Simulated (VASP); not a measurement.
A run of VASP 6.6.1 is set up as follows.

The input INCAR:

```
PREC = Accurate
ENCUT = 520
EDIFF = 1E-7
ISMEAR = -1
SIGMA = 0.1
LREAL = False
LASPH = True
NELM = 100
ALGO = Normal
ISIF = 2
LWAVE = False
LCHARG = True
GGA = CA
LELF = True
LVHAR = True
NBANDS = 14
```

KPOINTS

```
Automatic mesh
0
Gamma
  9 9 9
```

The input POSCAR:

```
AlAu
1.0
    3.2871726019      0.0000000000      0.0000000000
    0.0000000000      3.2871726019      0.0000000000
    0.0000000000      0.0000000000      3.2871726019
Al Au
1 1
Direct
    0.0000000000      0.0000000000      0.0000000000
    0.5000000000      0.5000000000      0.5000000000
```

Potentials or basis: VASP PAW LDA potentials, release 64 (Al, Au).

The run is started by

```console
$ cat potpaw_LDA.64/Al/POTCAR potpaw_LDA.64/Au/POTCAR > POTCAR
$ mpirun -np 1 vasp_std > vasp.out
```

Problem. What does it give for the band gap on the k mesh?

Solution. Zero (band 7 reaches 11.33 eV, above the bottom of band 8 at 7.70 eV).

Problem. What does it give for the pressure?

Solution. -12.0 GPa.

Caveat: spin-orbit coupling is left out, which moves the levels of the heavy elements.
